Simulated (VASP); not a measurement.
# TiSi16 (a cell with a defect) in VASP: notebook

Runs on TiSi16 (a cell with a defect). Level: PBEsol. Tasks: single point.

Everything below comes from runs of VASP 6.6.1. Logs are shortened: lines on timing, memory, paths and dates and some standing lists are left out, and cuts for length are marked.

## (1) The cell of the first run

The cell holds a defect, 17 atoms: a = 7.679 Å, b = 7.679 Å, c = 7.679 Å, α = 60.00°, β = 60.00°, γ = 60.00°.

## (2) Single point, PBEsol

Input file INCAR:

```
SYSTEM = TiSi16
PREC = Accurate ; ENCUT = 520
EDIFF = 1E-6 ; ISMEAR = -1
SIGMA = 0.05 ; LREAL = Auto
LASPH = .True. ; NELM = 100
ALGO = Normal ; ISIF = 2
LWAVE = .False. ; LCHARG = .False.
GGA = PS ; NBANDS = 52
```

Input file KPOINTS:

```
regular mesh
0
Gamma
  2 2 2
  0 0 0
```

Input file POSCAR:

```
TiSi16
1.0
    0.0000000000      5.4300000000      5.4300000000
    5.4300000000      0.0000000000      5.4300000000
    5.4300000000      5.4300000000      0.0000000000
Si Ti
16 1
Direct
    0.0099723757     -0.0059392265      0.0124953959
    0.1160773481      0.1528176796      0.1282136280
   -0.0192633517      0.0222651934      0.4942725599
    0.0892173112      0.1390147330      0.6513904236
   -0.0404788214      0.6105340700      0.0037753223
    0.1947421731      0.5986832413      0.1340423573
    0.0036003683      0.4977992634      0.4966206262
    0.1127348066      0.6438581952      0.6151104972
    0.4892357274     -0.0195488029     -0.0307090239
    0.6384898711      0.0330018416      0.1666850829
    0.4454604052      0.0055524862      0.5247237569
    0.6190515654      0.1216298343      0.6021823204
    0.5830018416      0.4085267035      0.0007182320
    0.6197513812      0.6126979742      0.1209116022
    0.4974585635      0.5148066298      0.4819521179
    0.6264364641      0.6482596685      0.6244475138
    0.3785819521      0.3851381215      0.8621731123
```

Potentials or basis: VASP PAW PBE potentials, release 64 (Si, Ti_sv).

Started as:

```console
cat potpaw_PBE.64/Si/POTCAR potpaw_PBE.64/Ti_sv/POTCAR > POTCAR
mpirun -np 1 vasp_std > vasp.out
```

OUTCAR:

```text
SYSTEM = TiSi16
   PREC = Accurate
   ENCUT = 520
   EDIFF = 1E-6
   ISMEAR = -1
   LREAL = Auto
   LASPH = .True.
   NELM = 100
   ISIF = 2
   GGA = PS

 ion  position               nearest neighbor table
   1  0.010  0.994  0.012-   4 2.28   2 2.40  10 2.40   6 2.51
   2  0.116  0.153  0.128-   3 2.30   1 2.40   9 2.40  17 2.69   5 2.88
   3  0.981  0.022  0.494-  12 2.28   2 2.30   8 2.37   4 2.41
   4  0.089  0.139  0.651-  11 2.24   7 2.27   1 2.28   3 2.41
   5  0.960  0.611  0.004-  14 2.29   6 2.41   8 2.53  17 2.71   2 2.88
   6  0.195  0.599  0.134-   7 2.32   5 2.41  13 2.48   1 2.51  17 2.68
   7  0.004  0.498  0.497-   4 2.27   6 2.32   8 2.35  16 2.37
   8  0.113  0.644  0.615-   7 2.35   3 2.37  15 2.41   5 2.53  17 2.79
   9  0.489  0.980  0.969-  12 2.31  14 2.32   2 2.40  17 2.56  10 2.57
  10  0.638  0.033  0.167-  11 2.34   1 2.40  13 2.40   9 2.57
  11  0.445  0.006  0.525-   4 2.24  16 2.28  12 2.33  10 2.34
  12  0.619  0.122  0.602-   3 2.28   9 2.31  11 2.33  15 2.47  17 2.85
  13  0.583  0.409  0.001-  14 2.35  10 2.40  17 2.40   6 2.48  16 2.49
  14  0.620  0.613  0.121-  15 2.27   5 2.29   9 2.32  13 2.35
  15  0.497  0.515  0.482-  14 2.27  17 2.38   8 2.41  12 2.47  16 2.54
  16  0.626  0.648  0.624-  11 2.28   7 2.37  13 2.49  15 2.54  17 2.78
  17  0.379  0.385  0.862-  15 2.38  13 2.40   9 2.56   6 2.68   2 2.69   5 2.71  16 2.78   8 2.79
                            12 2.85

  LATTYP: Found a face centered cubic cell.
 ALAT       =    10.8600000000

  Lattice vectors:

 A1 = (   0.0000000000,   5.4300000000,   5.4300000000)
 A2 = (   5.4300000000,   0.0000000000,   5.4300000000)
 A3 = (   5.4300000000,   5.4300000000,   0.0000000000)

Analysis of symmetry for initial positions (statically):
=====================================================================
 Subroutine PRICEL returns:
 Original cell was already a primitive cell.

 Routine SETGRP: Setting up the symmetry group for a
 face centered cubic supercell.

 Subroutine GETGRP returns: Found  1 space group operations
 (whereof  1 operations were pure point group operations)
 out of a pool of 48 trial point group operations.

The static configuration has the point symmetry C_1 .

Analysis of symmetry for dynamics (positions and initial velocities):
=====================================================================
 Subroutine PRICEL returns:
[... 125 lines left out ...]
   NSW    =      0    number of steps for IOM
   IBRION =     -1    ionic relax: 0-MD 1-quasi-New 2-CG
   NFREE  =      0    steps in history (QN), initial steepest desc. (CG)
   ISIF   =      2    stress and relaxation
   ISYM   =      2    0-nonsym 1-usesym 2-fastsym
   POTIM  = 0.5000    time-step for ionic-motion
   TEBEG  =    0.0;   TEEND  =   0.0 temperature during run
   PSTRESS=    0.0 pullay stress
   NELECT =      76.0000    total number of electrons
   NUPDOWN=      -1.0000    fix difference up-down
   EMIN   =  10.00;   EMAX   =-10.00  energy-range for DOS
   EFERMI =   0.00;   METHOD = LEGACY
   ISMEAR =    -1;   SIGMA  =   0.05  broadening in eV -4-tet -1-fermi 0-gaus
   EFERMI_NEDOS =   21; number of points for ismear=-14 and -15
   IALGO  =     38    algorithm
   IMIX   =      4    mixing-type and parameters
     AMIX     =   0.40;   BMIX     =  1.00
     AMIX_MAG =   1.60;   BMIX_MAG =  1.00
  volume/ion in A,a.u.               =      18.84       127.11
  Fermi-wavevector in a.u.,A,eV,Ry     =   1.013607  1.915439 13.978610  1.027399
  Thomas-Fermi vector in A             =   2.146786
   LORBIT       =      0    0 simple, 1 ext, 2 COOP (PROOUT), +10 PAW based schemes
   GGA     = PS    functional components
   LHFCALC =     F    Hartree Fock is set to
   AEXX    =    0.0000 exact exchange contribution
   IVDW    =     0    specifies the selected vdW correction
   LEPSILON=     F    determine dielectric tensor
   LRPA    =     F    only Hartree local field effects (RPA)
 non-spin polarized calculation
  energy-cutoff  :      520.00
  volume of cell :      320.21
 maximum number of plane-waves:      8646
 NGX is ok and might be reduce to    60
   NGX = 29   NGY = 29   NGZ = 29

 number of electron      76.0000001 magnetization

 Free energy of the ion-electron system (eV)
  ---------------------------------------------------
  ext. energy  EPLUGINS =         0.00000000
  ---------------------------------------------------
  free energy    TOTEN  =       -96.79972745 eV

  energy without entropy =      -96.74875682  energy(sigma->0) =      -96.77424214

 E-fermi :   6.7553     XC(G=0):  -9.9369

 val. band max:        6.7486656267   @ k =   0.0000   0.5000   0.0000
 cond. band min:       6.8659307258   @ k =   0.5000   0.0000   0.5000
 fundamental gap:      0.1172650991
 Fermi energy:         6.7552742665

 k-point     1 :       0.0000    0.0000    0.0000
  band No.  band energies     occupation
      1     -49.8771      2.00000
      2     -26.3547      2.00000
      3     -26.3033      2.00000
      4     -26.2896      2.00000
      5      -5.7301      2.00000
      6      -3.5768      2.00000
[... 413 lines left out ...]
     49       9.6333      0.00000
     50      10.1044      0.00000
 [bands above 50 left out]

------------------------ aborting loop because EDIFF is reached ----------------------------------------

  FORCE on cell =-STRESS in cart. coord.  units (eV):
  Direction    XX          YY          ZZ          XY          YZ          ZX
  --------------------------------------------------------------------------------------
  -------------------------------------------------------------------------------------
  Total       -2.5591553     -0.0292056      2.8773933      2.0320130     -1.2685810     -3.3822404
  in kB      -12.8049454     -0.1461324     14.3972758     10.1673455     -6.3474504    -16.9233202
  external PRESSURE =       0.4820660 kB  Pullay stress =       0.0000000 kB

 VOLUME and BASIS-vectors are now :
 -----------------------------------------------------------------------------
  energy-cutoff  :      520.00
  volume of cell :      320.21
      direct lattice vectors                 reciprocal lattice vectors
     0.000000000  5.430000000  5.430000000    -0.092081031  0.092081031  0.092081031
     5.430000000  0.000000000  5.430000000     0.092081031 -0.092081031  0.092081031
     5.430000000  5.430000000  0.000000000     0.092081031  0.092081031 -0.092081031

 POSITION                                       TOTAL-FORCE (eV/Angst)
 -----------------------------------------------------------------------------------
      5.46560      0.12200      5.45190         0.413851      1.034589     -0.592449
      1.52600      1.32650      1.46010        -0.134327     -0.966177      0.571478
      2.80480      8.00930      5.44630        -0.180193      0.972516      0.209941
      4.29190      4.02150      1.23930        -0.360100     -0.778257     -1.111224
      3.33570      5.23070      8.52540        -1.478243      0.543978      0.582592
      3.97870      1.78530      4.30830         0.130813     -0.850458      0.472629
[... 9 lines left out ...]
      6.91080      6.79230      6.92160        -0.915101      0.208113     -1.173090
      6.77290      6.73730      4.14700         0.267687      0.206532     -1.302725
 -----------------------------------------------------------------------------------
    total drift:                                0.002999      0.001597      0.008888

  FREE ENERGIE OF THE ION-ELECTRON SYSTEM (eV)
  ---------------------------------------------------
  free  energy   TOTEN  =       -96.7997274537 eV

  energy  without entropy=      -96.7487568187  energy(sigma->0) =      -96.77424214
```

It took 2.2 min on 1 thread of Intel Xeon 6975P-C (Granite Rapids), shared host; peak memory 0.48 GiB.

Results:

```yaml
Free_energy: -96.7997 eV
Pressure: 0.0 GPa
Largest_force: 1.679 eV/Å
Band_gap_on_the_k_mesh: zero (band 38 reaches 6.89 eV, above the bottom of band 39 at 6.46 eV)
```

Forces on the atoms (eV/Å):
```
Si   0.414  1.035 -0.592
Si  -0.134 -0.966  0.571
Si  -0.180  0.973  0.210
Si  -0.360 -0.778 -1.111
Si  -1.478  0.544  0.583
Si   0.131 -0.850  0.473
Si   0.829 -0.381  0.462
Si   0.629  0.498 -0.086
Si   0.941  0.720  0.137
Si  -0.783 -0.960  0.015
Si  -0.617  0.569  1.257
Si   0.699 -0.679  0.060
Si   0.947  0.116  0.742
Si  -0.489 -0.350 -0.510
Si   0.099  0.096  0.266
Si  -0.915  0.208 -1.173
Ti   0.268  0.207 -1.303
```

Stress tensor (GPa, compression positive):
```
-1.28  1.02 -1.69
 1.02 -0.01 -0.63
-1.69 -0.63  1.44
```

Caveat: the k points lie up to 0.50 Å⁻¹ apart; the PAW data sets were made with another functional, which shifts forces and pressure a little.

## (3) Single point, PBEsol

Input file INCAR:

```
PREC = Accurate ; ENCUT = 520
EDIFF = 1E-6 ; ISMEAR = -1
SIGMA = 0.05 ; LREAL = Auto
LASPH = T ; NELM = 60
ALGO = Normal ; ISIF = 2
LWAVE = F ; LCHARG = F
GGA = PS ; NBANDS = 52
```

Input file KPOINTS:

```
regular mesh
0
Gamma
  2 2 2
```

Input file POSCAR:

```
TiSi16
1.0
    0.0000000000      5.4300000000      5.4300000000
    5.4300000000      0.0000000000      5.4300000000
    5.4300000000      5.4300000000      0.0000000000
Si Ti
16 1
Direct
   -0.0063075506     -0.0203406998     -0.0303038674
    0.0367311234      0.1957734807      0.1487016575
   -0.0013904236      0.0113351750      0.5239686924
    0.1710865562      0.1049539595      0.6050460405
    0.0013904236      0.5434346225      0.0145580110
    0.1563720074      0.6499263352      0.1482136280
    0.0234069982      0.4859300184      0.5185451197
    0.0940515654      0.6518416206      0.6481952118
    0.3874953959     -0.0167219153      0.0443646409
    0.6094198895      0.0904696133      0.1145395948
    0.5444198895     -0.0217311234      0.4781399632
    0.6167955801      0.1091160221      0.6306998158
    0.5378729282      0.4638029466      0.0151289134
    0.6438489871      0.6616390424      0.0830018416
    0.5034162063      0.5065653775      0.4668968692
    0.6600460405      0.5924585635      0.6133977901
    0.3825874770      0.3707826888      0.8643738490
```

Potentials or basis: VASP PAW PBE potentials, release 64 (Si, Ti_sv).

Started as:

```console
cat potpaw_PBE.64/Si/POTCAR potpaw_PBE.64/Ti_sv/POTCAR > POTCAR
mpirun -np 1 vasp_std > vasp.out
```

OUTCAR:

```text
PREC = Accurate
   ENCUT = 520
   EDIFF = 1E-6
   ISMEAR = -1
   LREAL = Auto
   LASPH = T
   NELM = 60
   ISIF = 2
   GGA = PS

 ion  position               nearest neighbor table
   1  0.994  0.980  0.970-   6 2.22   4 2.33  10 2.41   2 2.83
   2  0.037  0.196  0.149-   5 2.25   9 2.31   3 2.43   1 2.83  17 2.91
   3  0.999  0.011  0.524-   4 2.21   8 2.26  12 2.42   2 2.43
   4  0.171  0.105  0.605-   3 2.21   1 2.33  11 2.34   7 2.40
   5  0.001  0.543  0.015-   2 2.25  14 2.28   8 2.32  17 2.43   6 2.48
   6  0.156  0.650  0.148-   1 2.22   7 2.35  13 2.44   5 2.48
   7  0.023  0.486  0.519-  16 2.29   8 2.33   6 2.35   4 2.40
   8  0.094  0.652  0.648-   3 2.26   5 2.32   7 2.33  15 2.60  17 2.76
[... 646 lines left out ...]
  in kB        3.0104658     16.8973528    -12.0890146    -17.6654349     -4.7365599      8.4743696
  external PRESSURE =       2.6062680 kB  Pullay stress =       0.0000000 kB

 VOLUME and BASIS-vectors are now :
 -----------------------------------------------------------------------------
  energy-cutoff  :      520.00
  volume of cell :      320.21
      direct lattice vectors                 reciprocal lattice vectors
     0.000000000  5.430000000  5.430000000    -0.092081031  0.092081031  0.092081031
     5.430000000  0.000000000  5.430000000     0.092081031 -0.092081031  0.092081031
     5.430000000  5.430000000  0.000000000     0.092081031  0.092081031 -0.092081031

 POSITION                                       TOTAL-FORCE (eV/Angst)
 -----------------------------------------------------------------------------------
     10.58500     10.66120     10.71530         1.661859     -0.436249      0.734027
      1.87050      1.00690      1.26250        -1.042995     -0.126713     -1.601537
      2.90670      8.26760      5.48400        -0.370643     -1.997763     -0.496542
      3.85530      4.21440      1.49890         1.227365      0.592580      0.868177
      3.02990      0.08660      2.95840         1.161811      0.054155      0.518343
      4.33390      1.65390      4.37820        -1.257621      0.766993     -0.410232
[... 9 lines left out ...]
      6.54780      6.91480      6.80110         0.635566     -0.545742     -0.350398
      6.70690      6.77100      4.09080         0.320715      0.099519     -0.166999
 -----------------------------------------------------------------------------------
    total drift:                                0.007545     -0.003315      0.003213

  FREE ENERGIE OF THE ION-ELECTRON SYSTEM (eV)
  ---------------------------------------------------
  free  energy   TOTEN  =       -96.1779538125 eV

  energy  without entropy=      -96.1086862316  energy(sigma->0) =      -96.14332002
```

It took 2.4 min on 1 thread of Intel Xeon 6975P-C (Granite Rapids), shared host; peak memory 0.48 GiB.

What came out:

* Free energy: -96.1780 eV
* Pressure: 0.3 GPa
* Largest force: 2.092 eV/Å
* Band gap on the k mesh: zero (band 38 reaches 6.81 eV, above the bottom of band 39 at 6.61 eV)

Forces on the atoms (eV/Å):
```
Si   1.662 -0.436  0.734
Si  -1.043 -0.127 -1.602
Si  -0.371 -1.998 -0.497
Si   1.227  0.593  0.868
Si   1.162  0.054  0.518
Si  -1.258  0.767 -0.410
Si  -0.575  0.108 -0.156
Si  -1.488  0.723  0.513
Si  -0.355 -0.223  1.215
Si  -0.634  0.200  0.424
Si  -0.721 -0.188 -1.195
Si   1.344  0.836  0.871
Si   0.138 -0.448  0.483
Si  -0.135  0.543 -1.129
Si   0.090  0.041 -0.120
Si   0.636 -0.546 -0.350
Ti   0.321  0.100 -0.167
```

Caveat: the k points lie up to 0.50 Å⁻¹ apart; the PAW data sets were made with another functional, which shifts forces and pressure a little.

## (4) Single point, PBEsol

Input file INCAR:

```
SYSTEM = TiSi16
  ALGO = Normal
  EDIFF = 1E-6
  ENCUT = 520
  GGA = PS
  ISIF = 2
  ISMEAR = -1
  LASPH = .TRUE.
  LCHARG = .FALSE.
  LREAL = Auto
  LWAVE = .FALSE.
  NBANDS = 52
  NELM = 80
  PREC = Accurate
  SIGMA = 0.05
```

Input file KPOINTS:

```
k-points
0
G
  2 2 2
  0 0 0
```

Input file POSCAR:

```
TiSi16
1.0
    0.0000000000      5.4300000000      5.4300000000
    5.4300000000      0.0000000000      5.4300000000
    5.4300000000      5.4300000000      0.0000000000
Si Ti
16 1
Direct
   -0.0064364641      0.0135819521     -0.0075230203
    0.0968508287      0.1563351750      0.1306077348
    0.0399355433     -0.0318508287      0.4892357274
    0.1383425414      0.1366114180      0.6004604052
   -0.0683609576      0.5406813996     -0.0390423573
    0.1087753223      0.6132872928      0.1070994475
    0.0218968692      0.4923204420      0.4756721915
    0.1440699816      0.5812523020      0.6353959484
    0.4859392265      0.0036003683      0.0384438306
    0.6371823204      0.1514548803      0.1112338858
    0.5113720074     -0.0121270718      0.4750368324
    0.6681767956      0.0730018416      0.6244567219
    0.5039871087      0.5273572744     -0.0146132597
    0.5596408840      0.6263996317      0.1949263352
    0.5589134438      0.4442909761      0.5265930018
    0.6508747698      0.6389042357      0.6214825046
    0.3400368324      0.4020810313      0.8958379374
```

Started as:

```console
cat potpaw_PBE.64/Si/POTCAR potpaw_PBE.64/Ti_sv/POTCAR > POTCAR
mpirun -np 1 vasp_std > vasp.out
```

It took 2.3 min on 1 thread of Intel Xeon 6975P-C (Granite Rapids), shared host; peak memory 0.49 GiB.

It converged, with:

```
Free energy            : -96.2169 eV
Pressure               : 2.4 GPa
Largest force          : 2.751 eV/Å
Band gap on the k mesh : zero (band 38 reaches 6.70 eV, above the bottom of band 39 at 6.53 eV)
```

Forces in eV/Å, atoms in the order of the input:
```
Si  -1.512  0.798  0.823
Si  -0.447 -0.575 -0.137
Si   0.457  0.451 -0.217
Si  -0.529  1.026 -1.642
Si   1.477  1.151 -1.709
Si   2.529 -0.722  0.806
Si   0.500 -0.566  0.377
Si  -0.965 -1.322  2.050
Si  -1.150 -0.648 -0.156
Si   0.508 -0.494 -0.336
Si   1.616 -0.128  1.143
Si   0.555  0.091 -0.974
Si   1.024  0.913  0.108
Si  -0.635 -1.272  1.501
Si   0.154  0.082 -0.249
Si  -1.092  0.482 -0.923
Ti  -2.488  0.734 -0.465
```

Stress tensor (GPa, compression positive):
```
 3.78  0.52 -1.73
 0.52  2.00 -1.56
-1.73 -1.56  1.51
```

Levels at points of the mesh, in eV from the Fermi level:
| k point | band 35 | band 36 | band 37 | band 38 | band 39 | band 40 | band 41 | band 42 |
| --- | --- | --- | --- | --- | --- | --- | --- | --- |
| (0.00, 0.00, 0.00) | -0.81 | -0.71 | -0.48 | -0.43 | -0.17 | 0.03 | 0.19 | 0.41 |
| (0.50, 0.00, 0.00) | -1.10 | -0.93 | -0.24 | -0.01 | 0.24 | 0.30 | 0.59 | 0.68 |
| (0.00, 0.50, 0.00) | -1.13 | -0.86 | -0.66 | -0.07 | 0.16 | 0.36 | 0.70 | 0.87 |
| (0.00, 0.00, 0.50) | -1.18 | -0.90 | -0.42 | -0.21 | 0.25 | 0.54 | 0.76 | 0.84 |
| (0.50, 0.50, 0.50) | -1.33 | -1.03 | -0.29 | -0.15 | 0.12 | 0.35 | 0.66 | 0.77 |
| (0.50, 0.50, 0.00) | -1.41 | -1.38 | -0.39 | 0.00 | 0.50 | 0.74 | 1.02 | 1.04 |
| (0.00, 0.50, 0.50) | -1.53 | -1.45 | -0.71 | -0.06 | 0.53 | 1.00 | 1.18 | 1.32 |
| (0.50, 0.00, 0.50) | -1.62 | -1.27 | -0.41 | -0.29 | 0.55 | 0.90 | 1.05 | 1.12 |

Caveat: the k points lie up to 0.50 Å⁻¹ apart; the PAW data sets were made with another functional, which shifts forces and pressure a little.
